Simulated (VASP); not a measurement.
A run of VASP 6.6.1 is set up as follows.

File INCAR:

```
SYSTEM = HfO2
ALGO = Normal ; EDIFF = 1E-7
ENCUT = 520 ; GGA = PE
ISIF = 2 ; ISMEAR = -1
LASPH = .True. ; LCHARG = .True.
LELF = .True. ; LREAL = .False.
LVHAR = .True. ; LWAVE = .False.
NBANDS = 18 ; NELM = 80
PREC = Accurate ; SIGMA = 0.1
```

File KPOINTS:

```
k-points
0
Gamma
  11 11 11
  0 0 0
```

Contents of POSCAR:

```
HfO2
1.0
    0.0000000000      2.5487320004      2.5487320004
    2.5487320004      0.0000000000      2.5487320004
    2.5487320004      2.5487320004      0.0000000000
Hf O
1 2
Direct
    0.0000000000      0.0000000000      0.0000000000
    0.2500000000      0.2500000000      0.2500000000
    0.7500000000      0.7500000000      0.7500000000
```

Potentials or basis: VASP PAW PBE potentials, release 64 (Hf_pv, O).

The run is started by

```sh
$ cat potpaw_PBE.64/Hf_pv/POTCAR potpaw_PBE.64/O/POTCAR > POTCAR
$ mpirun -np 1 vasp_std > vasp.out
```

**Question.** Estimate the pressure.

**Answer.** -3.6 GPa.

**Question.** What does it give for the band gap on the k mesh?

**Answer.** 3.83 eV, indirect (least direct gap 3.91 eV).

Caveat: spin-orbit coupling is left out, which moves the levels of the heavy elements. A k mesh can miss the band edges.
